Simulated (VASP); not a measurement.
Wanted: the native input for a VASP 6.6.1 run.

```
Task                   : single point
Functional             : PBE
Potentials or basis    : VASP PAW PBE potentials, release 64 (Ge_d)
Cutoff                 : 520 eV
k mesh                 : 8 × 8 × 10
Occupations            : gaussian, width 0.1 eV
Spin                   : no spin polarisation
Dipole correction      : no
Further INCAR settings : ALGO = Normal; EDIFF = 1e-06; NBANDS = 51
```

The structure of Ge lies in POSCAR:

```
Ge
1.0
    2.9478653245     -6.0739695177      0.0000000000
    2.9478653245      6.0739695177      0.0000000000
    0.0000000000      0.0000000000      3.9350671214
Ge
6
Direct
    0.0115100947      0.3991549976      0.2500000000
    0.3991549976      0.0115100947      0.7500000000
    0.6008450024      0.9884899053      0.2500000000
    0.9884899053      0.6008450024      0.7500000000
    0.4448039891      0.5551960109      0.2500000000
    0.5551960109      0.4448039891      0.7500000000
```

One way to write it, as run:

INCAR

```
SYSTEM = Ge
  PREC = Accurate
  ENCUT = 520
  EDIFF = 1E-6
  ISMEAR = 0
  SIGMA = 0.1
  LREAL = .False.
  LASPH = .True.
  NELM = 80
  ALGO = Normal
  ISIF = 2
  LWAVE = .False.
  LCHARG = .True.
  GGA = PE
  LELF = .True.
  LVHAR = .True.
  NBANDS = 51
```

KPOINTS

```
Automatic mesh
0
Gamma
  8 8 10
  0 0 0
```

Potentials or basis: VASP PAW PBE potentials, release 64 (Ge_d).

Run with:

```console
$ cat potpaw_PBE.64/Ge_d/POTCAR > POTCAR
$ mpirun -np 1 vasp_std > vasp.out
```

It gave:

```yaml
Pressure: 6.0 GPa
Largest_force: 0.004 eV/Å
Band_gap_on_the_k_mesh: 0.32 eV (least direct gap 0.34 eV)
```

Caveat: the cell stands under pressure.

Wall time 17 min on 1 thread of Oxide Virtual Turin-like Processor (shared host), peak memory 0.64 GiB.
